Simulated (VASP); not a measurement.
Write the native input for VASP 6.6.1 that does the following.

- Task: single point
- Functional: PBE
- Potentials or basis: VASP PAW PBE potentials, release 64 (Al, P)
- Cutoff: 500 eV
- k mesh: 4 × 4 × 4
- Occupations: gaussian, width 0.01 eV
- Spin: no spin polarisation
- Dipole correction: no
- Further INCAR settings: ALGO = Normal; EDIFF = 1e-06; NBANDS = 11

The structure of AlP lies in POSCAR:

```
AlP
1.0
    0.0000000000      2.6945833124      2.6945833124
    2.6945833124      0.0000000000      2.6945833124
    2.6945833124      2.6945833124      0.0000000000
Al P
1 1
Direct
    0.0000000000      0.0000000000      0.0000000000
    0.2500000000      0.2500000000      0.2500000000
```

One way to write it, as run:

INCAR

```
SYSTEM = AlP
  PREC = Accurate
  ENCUT = 500
  EDIFF = 1E-6
  ISMEAR = 0
  SIGMA = 0.01
  LREAL = .False.
  LASPH = .True.
  NELM = 120
  ALGO = Normal
  ISIF = 2
  LWAVE = .False.
  LCHARG = .False.
  GGA = PE
  NBANDS = 11
  GGA_COMPAT = .False.
```

KPOINTS

```
Automatic mesh
0
Gamma
  4 4 4
  0 0 0
```

Potentials or basis: VASP PAW PBE potentials, release 64 (Al, P).

Launch:

```sh
$ cat potpaw_PBE.64/Al/POTCAR potpaw_PBE.64/P/POTCAR > POTCAR
$ mpirun -np 1 vasp_std > vasp.out
```

Results of the run:

```json
{
  "Pressure": "6.6 GPa",
  "Band gap on the k mesh": "1.47 eV, indirect (least direct gap 3.64 eV)"
}
```

Caveat: the k points lie up to 0.50 Å⁻¹ apart.

Run time: 9.6 s on 1 thread of Intel(R) Xeon(R) Platinum 8259CL CPU @ 2.50GHz (Skylake/Cascade Lake), with other jobs on the host, peak memory 0.14 GiB.
